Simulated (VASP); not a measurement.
Write the native input for VASP 6.6.1 that does the following.

```
Task                   : relaxation of cell and atoms
Functional             : PBEsol
Potentials or basis    : VASP PAW PBE potentials, release 64 (Si, O)
Cutoff                 : 600 eV
k mesh                 : 18 × 18 × 16
Occupations            : fermi-dirac, width 0.15 eV
Spin                   : no spin polarisation
Dipole correction      : no
Further INCAR settings : ALGO = Normal; EDIFF = 1e-06; IBRION = 2; EDIFFG = -0.001; NSW = 80; ISIF = 3
```

The structure of SiO lies in POSCAR:

```
SiO
1.0
    2.6662934809      0.0000000000      0.0000000000
   -1.3331467404      2.3090778884      0.0000000000
    0.0000000000      0.0000000000      3.0920200129
Si O
1 1
Direct
    0.6666666667      0.3333333333      0.0000000000
    0.0000000000      0.0000000000      0.5000000000
```

These files were run (other wordings do the same):

INCAR

```
SYSTEM = SiO
PREC = Accurate ; ENCUT = 600
EDIFF = 1E-6 ; ISMEAR = -1
SIGMA = 0.15 ; LREAL = .FALSE.
LASPH = .TRUE. ; NELM = 60
ALGO = Normal ; ISIF = 3
LWAVE = .FALSE. ; LCHARG = .FALSE.
GGA = PS ; IBRION = 2
NSW = 80 ; EDIFFG = -0.001
```

KPOINTS

```
Automatic mesh
0
G
  18 18 16
  0 0 0
```

Potentials or basis: VASP PAW PBE potentials, release 64 (Si, O).

Run with:

```bash
$ cat potpaw_PBE.64/Si/POTCAR potpaw_PBE.64/O/POTCAR > POTCAR
$ mpirun -np 1 vasp_std > vasp.out
```

Results of the run:

```json
{
  "Relaxed volume": "9.53 Å³/atom",
  "Relaxed cell": "a = 2.668 Å, b = 2.668 Å, c = 3.093 Å, α = 90.00°, β = 90.00°, γ = 120.00°",
  "Space group after relaxing (to 0.05 Å)": "P-6m2 (No. 187)",
  "Energy gained by relaxing": "0.0 meV/atom",
  "Ionic steps": "8",
  "Pressure after relaxing": "0.0 GPa",
  "Band gap on the k mesh": "zero (band 5 reaches 11.25 eV, above the bottom of band 6 at 7.47 eV)"
}
```

Caveat: the PAW data sets were made with another functional, which shifts forces and pressure a little.

Run time: 53 s on 1 thread of Intel(R) Xeon(R) 6975P-C (Granite Rapids), on a shared host, peak memory 0.2 GiB.
